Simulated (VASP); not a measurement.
Runs of VASP 6.6.1 on KPbO3. The structure is that of space group Pm-3m (No. 221), or close to it. The cells are those of the table. 

```csv
task,cell,cutoff (eV),gap on the mesh (eV),pressure (GPa)
single point,"a = 4.201 Å, 5 atoms",520,none,0.3
relaxation of cell and atoms,"relaxed from a = 4.360 Å, 5 atoms",600,none,0.0
single point,"a = 4.180 Å, 5 atoms",520,none,2.1
single point,"a = 4.222 Å, 5 atoms",520,none,(a)
relaxation of cell and atoms,"relaxed from a = 4.201 Å, 5 atoms",600,none,0.2
```

Alike in all rows: level LDA; potentials or basis VASP PAW LDA potentials, release 64 (K_sv, Pb_d, O); no spin polarisation; k mesh 4 × 4 × 4; smearing gaussian 0.05 eV.

**Question.** Estimate the missing entries.

**Answer.** (a) -1.3.

Caveats: all runs use coarse meshes; spin-orbit coupling is left out, which moves the levels of the heavy elements; an odd number of electrons without spin polarisation forces a metal; a magnetic or distorted state may lie lower; the relaxation stopped at its first step, so nothing moved (some runs).

A k mesh can miss the band edges, and the runs leave out spin-orbit coupling on Pb.

A gap of «none» marks levels without a gap at the run's occupations.
